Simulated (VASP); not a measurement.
# Au (P2_1/m) in VASP: further runs

The runs below take Au through single point, with PBE.

All numbers are computed with VASP 6.6.1; they aren't measurements. Logs are shortened: lines on timing, memory, paths and dates and some standing lists are left out, and cuts for length are marked.

### 1 The cell of the first run

Symmetry: P2_1/m, No. 11, monoclinic system. The conventional cell has a = 2.900 Å, b = 4.880 Å, c = 2.900 Å, α = 90.00°, β = 120.00°, γ = 90.00°. Within 3.8 Å of Au (site symmetry m) lie 12 Au at 2.90 to 3.00 Å.

### 2 Single point, PBE (atom 1 (Au) moved by (-0.100, +0.000) A along [1 1 0] and z)

INCAR reads:

```
SYSTEM = Au
ALGO     = Fast           ! electronic algorithm
EDIFF    = 1E-7           ! SCF threshold, eV
ENCUT    = 520            ! plane-wave cutoff, eV
GGA      = PE             ! functional
ISIF     = 2              ! what is computed and relaxed
ISMEAR   = 0              ! smearing method
LASPH    = .TRUE.         ! aspherical terms in the spheres
LCHARG   = .TRUE.         ! write CHGCAR
LELF     = .TRUE.         ! ELF
LREAL    = .FALSE.        ! projectors in reciprocal space
LVHAR    = .TRUE.       
LWAVE    = .FALSE.        ! write WAVECAR
NBANDS   = 18             ! bands
NELM     = 100            ! most SCF steps
PREC     = Accurate       ! precision mode
SIGMA    = 0.15           ! smearing width, eV
```

KPOINTS reads:

```
k-points
0
G
  18 18 10
  0 0 0
```

POSCAR reads:

```
Au
1.0
    2.8999984104      0.0000000000      0.0000000000
   -1.4499992052      2.5114722944      0.0000000000
    0.0000000000      0.0000000000      4.8800000000
Au
2
Direct
    0.2948727925      0.6385115967      0.7500000000
    0.6666666667      0.3333333333      0.2500000000
```

Potentials or basis: VASP PAW PBE potentials, release 64 (Au).

Command:

```bash
cat potpaw_PBE.64/Au/POTCAR > POTCAR
mpirun -np 1 vasp_std > vasp.out
```

OUTCAR:

```text
SYSTEM = Au
   EDIFF = 1E-7
   ENCUT = 520
   GGA = PE
   ISIF = 2
   ISMEAR = 0
   LASPH = .TRUE.
   LREAL = .FALSE.
   NELM = 100
   PREC = Accurate

 ion  position               nearest neighbor table
   1  0.295  0.639  0.750-   2 2.91   2 2.91   2 2.98   2 2.98   2 3.00   2 3.00
   2  0.667  0.333  0.250-   1 2.91   1 2.91   1 2.98   1 2.98   1 3.00   1 3.00

  LATTYP: Found a hexagonal cell.
 ALAT       =     2.8999984104
 C/A-ratio  =     1.6827595431

  Lattice vectors:

 A1 = (   2.8999984104,   0.0000000000,   0.0000000000)
 A2 = (  -1.4499992052,   2.5114722944,   0.0000000000)
 A3 = (   0.0000000000,   0.0000000000,   4.8800000000)

Analysis of symmetry for initial positions (statically):
=====================================================================
 Subroutine PRICEL returns:
 Original cell was already a primitive cell.

 Routine SETGRP: Setting up the symmetry group for a
 hexagonal supercell.

 Subroutine GETGRP returns: Found  4 space group operations
 (whereof  1 operations were pure point group operations)
 out of a pool of 24 trial point group operations.

The static configuration has the point symmetry C_1 .
 The point group associated with its full space group is C_2h.

Analysis of symmetry for dynamics (positions and initial velocities):
=====================================================================
 Subroutine PRICEL returns:
 Original cell was already a primitive cell.

 Routine SETGRP: Setting up the symmetry group for a
 hexagonal supercell.

 Subroutine GETGRP returns: Found  4 space group operations
 (whereof  1 operations were pure point group operations)
 out of a pool of 24 trial point group operations.

The dynamic configuration has the point symmetry C_1 .
 The point group associated with its full space group is C_2h.

 Subroutine INISYM returns: Found  4 space group operations
 (whereof  1 operations are pure point group operations),
 and found     1 'primitive' translations

----------------------------------------------------------------------------------------

                                     Primitive cell

  volume of cell :      35.5423

  direct lattice vectors                    reciprocal lattice vectors
     2.899998410  0.000000000  0.000000000     0.344827775  0.199086409  0.000000000
    -1.449999205  2.511472294  0.000000000     0.000000000  0.398172818  0.000000000
     0.000000000  0.000000000  4.880000000     0.000000000  0.000000000  0.204918033

  length of vectors
[... 82 lines left out ...]
   EDIFF  = 0.1E-06   stopping-criterion for ELM
   LREAL  =      F    real-space projection
   EDIFFG = 0.1E-05   stopping-criterion for IOM
   NSW    =      0    number of steps for IOM
   IBRION =     -1    ionic relax: 0-MD 1-quasi-New 2-CG
   NFREE  =      0    steps in history (QN), initial steepest desc. (CG)
   ISIF   =      2    stress and relaxation
   ISYM   =      2    0-nonsym 1-usesym 2-fastsym
   POTIM  = 0.5000    time-step for ionic-motion
   TEBEG  =    0.0;   TEEND  =   0.0 temperature during run
   PSTRESS=    0.0 pullay stress
   NELECT =      22.0000    total number of electrons
   NUPDOWN=      -1.0000    fix difference up-down
   EMIN   =  10.00;   EMAX   =-10.00  energy-range for DOS
   EFERMI =   0.00;   METHOD = LEGACY
   ISMEAR =     0;   SIGMA  =   0.15  broadening in eV -4-tet -1-fermi 0-gaus
   EFERMI_NEDOS =   21; number of points for ismear=-14 and -15
   IALGO  =     68    algorithm
   IMIX   =      4    mixing-type and parameters
     AMIX     =   0.40;   BMIX     =  1.00
     AMIX_MAG =   1.60;   BMIX_MAG =  1.00
  volume/ion in A,a.u.               =      17.77       119.93
  Fermi-wavevector in a.u.,A,eV,Ry     =   1.395191  2.636529 26.484537  1.946559
  Thomas-Fermi vector in A             =   2.518667
   LORBIT       =      0    0 simple, 1 ext, 2 COOP (PROOUT), +10 PAW based schemes
   GGA     = PE    functional components
   LHFCALC =     F    Hartree Fock is set to
   AEXX    =    0.0000 exact exchange contribution
   IVDW    =     0    specifies the selected vdW correction
   LEPSILON=     F    determine dielectric tensor
   LRPA    =     F    only Hartree local field effects (RPA)
 non-spin polarized calculation
 RMM-DIIS sequential band-by-band and
 Gauss-broadening in eV      SIGMA  =   0.15
  energy-cutoff  :      520.00
  volume of cell :       35.54
 maximum number of plane-waves:       984
 NGX is ok and might be reduce to    24
   NGX = 11   NGY = 11   NGZ = 19

 number of electron      21.9999999 magnetization

 Free energy of the ion-electron system (eV)
  ---------------------------------------------------
  ext. energy  EPLUGINS =         0.00000000
  ---------------------------------------------------
  free energy    TOTEN  =        -6.42349706 eV

  energy without entropy =       -6.41382576  energy(sigma->0) =       -6.41866141

 E-fermi :   8.7616     XC(G=0): -12.4652

 val. band max:        8.7552389037   @ k =  -0.0556   0.5000   0.2000
 cond. band min:       8.7700660791   @ k =   0.5000   0.5000   0.3000
 fundamental gap:      0.0148271754
 Fermi energy:         8.7616014559

 k-point     1 :       0.0000    0.0000    0.0000
  band No.  band energies     occupation
      1      -0.6309      2.00000
      2       1.7593      2.00000
      3       4.1075      2.00000
      4       4.3899      2.00000
      5       4.4428      2.00000
      6       4.6647      2.00000
[... 481 lines left out ...]
      5       4.7476      2.00000
      6       4.7645      2.00000
[... 10 lines left out ...]
     17      20.8295      0.00000
     18      23.7029      0.00000

 [... further k-points ...]

------------------------ aborting loop because EDIFF is reached ----------------------------------------

  FORCE on cell =-STRESS in cart. coord.  units (eV):
  Direction    XX          YY          ZZ          XY          YZ          ZX
  --------------------------------------------------------------------------------------
  -------------------------------------------------------------------------------------
  Total        0.4384826      0.3635855      0.3781684      0.0401890      0.0000000      0.0000000
  in kB       19.7659172     16.3897049     17.0470731      1.8116402      0.0000000      0.0000000
  external PRESSURE =      17.7342318 kB  Pullay stress =       0.0000000 kB

 VOLUME and BASIS-vectors are now :
 -----------------------------------------------------------------------------
  energy-cutoff  :      520.00
  volume of cell :       35.54
      direct lattice vectors                 reciprocal lattice vectors
     2.899998410  0.000000000  0.000000000     0.344827775  0.199086409  0.000000000
    -1.449999205  2.511472294  0.000000000     0.000000000  0.398172818  0.000000000
     0.000000000  0.000000000  4.880000000     0.000000000  0.000000000  0.204918033

 POSITION                                       TOTAL-FORCE (eV/Angst)
 -----------------------------------------------------------------------------------
     -0.07071      1.60360      3.66000         0.046042      0.032209      0.000000
      1.45000      0.83716      1.22000        -0.046042     -0.032209      0.000000
 -----------------------------------------------------------------------------------
    total drift:                                0.000002     -0.000002     -0.000000

  FREE ENERGIE OF THE ION-ELECTRON SYSTEM (eV)
  ---------------------------------------------------
  free  energy   TOTEN  =        -6.4234970623 eV

  energy  without entropy=       -6.4138257581  energy(sigma->0) =       -6.41866141
```

OSZICAR:

```text
N       E                     dE             d eps       ncg     rms          rms(c)
DAV:   1     0.123071025070E+03    0.12307E+03   -0.11683E+04 35472   0.118E+03
DAV:   2    -0.486656879402E+01   -0.12794E+03   -0.12196E+03 37516   0.259E+02
DAV:   3    -0.694628893758E+01   -0.20797E+01   -0.20677E+01 41276   0.333E+01
DAV:   4    -0.695528954146E+01   -0.90006E-02   -0.89995E-02 39176   0.232E+00
DAV:   5    -0.695537250194E+01   -0.82960E-04   -0.82960E-04 39052   0.237E-01    0.116E+01
RMM:   6    -0.645713541387E+01    0.49824E+00   -0.89573E-01 35432   0.710E+00    0.755E+00
RMM:   7    -0.642752110833E+01    0.29614E-01   -0.11570E-01 36311   0.275E+00    0.336E+00
RMM:   8    -0.642359176466E+01    0.39293E-02   -0.13623E-02 36571   0.858E-01    0.472E-01
RMM:   9    -0.642348754863E+01    0.10422E-03   -0.90868E-04 38897   0.230E-01    0.161E-01
RMM:  10    -0.642349673192E+01   -0.91833E-05   -0.12813E-04 38872   0.762E-02    0.111E-01
RMM:  11    -0.642349693627E+01   -0.20435E-06   -0.26964E-05 38528   0.346E-02    0.151E-02
RMM:  12    -0.642349710127E+01   -0.16501E-06   -0.33341E-06 38678   0.117E-02    0.153E-02
RMM:  13    -0.642349689971E+01    0.20157E-06   -0.12797E-06 38156   0.835E-03    0.274E-03
RMM:  14    -0.642349710391E+01   -0.20420E-06   -0.16173E-07 27215   0.254E-03    0.996E-04
RMM:  15    -0.642349706234E+01    0.41567E-07   -0.36874E-08 21056   0.120E-03
   1 F= -.64234971E+01 E0= -.64186614E+01  d E =-.967130E-02
```

stdout:

```text
POSCAR found type information on POSCAR Au
 POSCAR found :  1 types and       2 ions
 scaLAPACK will be used
 LDA part: xc-table for (Slater+PW92), standard interpolation
 POSCAR, INCAR and KPOINTS ok, starting setup
 FFT: planning ... GRIDC
 FFT: planning ... GRID_SOFT
 FFT: planning ... GRID
 WAVECAR not read
 entering main loop
```

Wall time 12 min (1 thread of Intel Xeon Platinum 8259CL at 2.50GHz (Skylake/Cascade Lake), shared host); peak memory 0.58 GiB.

What came out:

```yaml
Free_energy: -6.4235 eV
Pressure: 1.8 GPa
Largest_force: 0.056 eV/Å
Band_gap_on_the_k_mesh: zero (band 11 reaches 12.83 eV, above the bottom of band 12 at 6.23 eV)
```

Forces in eV/Å, atoms in the order of the input:
```
Au   0.046  0.032  0.000
Au  -0.046 -0.032  0.000
```

Levels at points of the mesh, in eV from the Fermi level:
```
           k point  band 7  band 8  band 9  band 10  band 11  band 12  band 13  band 14  band 15  band 16
(0.00, 0.00, 0.00)   -4.01   -3.53   -3.24    -2.28    -2.00    -0.93     2.49    14.63    15.67    16.68
(0.50, 0.00, 0.00)   -3.75   -1.96   -1.86    -1.64     0.57     1.39     5.87     6.86     7.66    10.27
(0.00, 0.50, 0.00)   -3.31   -1.92   -1.81    -1.69     0.27     1.61     5.51     6.81     7.25    10.31
(0.50, 0.50, 0.00)   -3.43   -1.95   -1.82    -1.68     0.35     1.55     5.60     7.04     7.15    10.33
(0.00, 0.00, 0.50)   -4.35   -4.35   -2.61    -2.61    -2.53    -2.53    10.34    10.34    14.94    14.94
(0.50, 0.00, 0.50)   -2.13   -2.13   -1.74    -1.74     0.40     0.40     3.89     3.89    12.79    12.79
(0.00, 0.50, 0.50)   -2.47   -2.47   -1.73    -1.73     0.71     0.71     3.69     3.69    13.22    13.22
(0.50, 0.50, 0.50)   -2.37   -2.37   -1.73    -1.73     0.62     0.62     3.75     3.75    13.08    13.08
```

Caveat: the cell differs from its parent crystal (atom 1 (Au) moved by (-0.100, +0.000) A along [1 1 0] and z); spin-orbit coupling is left out, which moves the levels of the heavy elements.

### 3 Single point, PBE (atom 1 (Au) moved by (+0.100, +0.000) A along [1 1 0] and z)

INCAR reads:

```
PREC = Accurate
ENCUT = 520
EDIFF = 1E-6
ISMEAR = 0
SIGMA = 0.15
LREAL = F
LASPH = T
NELM = 100
ALGO = Fast
ISIF = 2
LWAVE = F
LCHARG = T
GGA = PE
LELF = T
LVHAR = T
NBANDS = 18
```

KPOINTS reads:

```
Automatic mesh
0
Gamma
  18 18 10
```

Changes to POSCAR since step 2:

```diff
@@ -8,3 +8,3 @@
 Direct
-    0.2948727925      0.6385115967      0.7500000000
+    0.3717938741      0.6948217366      0.7500000000
     0.6666666667      0.3333333333      0.2500000000
```

Potentials or basis: VASP PAW PBE potentials, release 64 (Au).

Command:

```bash
cat potpaw_PBE.64/Au/POTCAR > POTCAR
mpirun -np 1 vasp_std > vasp.out
```

Wall time 10 min (1 thread of Intel Xeon Platinum 8259CL at 2.50GHz (Skylake/Cascade Lake), shared host); peak memory 0.57 GiB.

It converged, with:

| Quantity | Value |
| --- | --- |
| Free energy | -6.4241 eV |
| Pressure | 1.8 GPa |
| Largest force | 0.038 eV/Å |
| Band gap on the k mesh | zero (band 11 reaches 12.84 eV, above the bottom of band 12 at 6.23 eV) |

Forces in eV/Å, atoms in the order of the input:
```
Au  -0.019 -0.033  0.000
Au   0.019  0.033  0.000
```

Stress tensor (GPa, compression positive):
```
 1.71 -0.16  0.00
-0.16  2.05  0.00
 0.00  0.00  1.75
```

Levels at points of the mesh, in eV from the Fermi level:
```csv
k point,band 8,band 9,band 10,band 11,band 12,band 13,band 14,band 15
"(0.00, 0.00, 0.00)",-3.54,-3.24,-2.29,-2.00,-0.93,2.49,14.63,15.67
"(0.50, 0.00, 0.00)",-1.89,-1.80,-1.70,0.22,1.64,5.47,6.69,7.30
"(0.00, 0.50, 0.00)",-1.96,-1.85,-1.64,0.52,1.42,5.81,6.92,7.53
"(0.50, 0.50, 0.00)",-1.96,-1.84,-1.66,0.44,1.49,5.71,7.03,7.30
"(0.00, 0.00, 0.50)",-4.36,-2.61,-2.61,-2.53,-2.53,10.34,10.34,14.94
"(0.50, 0.00, 0.50)",-2.54,-1.73,-1.73,0.76,0.76,3.66,3.66,13.33
"(0.00, 0.50, 0.50)",-2.18,-1.74,-1.74,0.45,0.45,3.87,3.87,12.85
"(0.50, 0.50, 0.50)",-2.26,-1.73,-1.73,0.53,0.53,3.82,3.82,12.94
```

Caveat: the cell differs from its parent crystal (atom 1 (Au) moved by (+0.100, +0.000) A along [1 1 0] and z); spin-orbit coupling is left out, which moves the levels of the heavy elements.
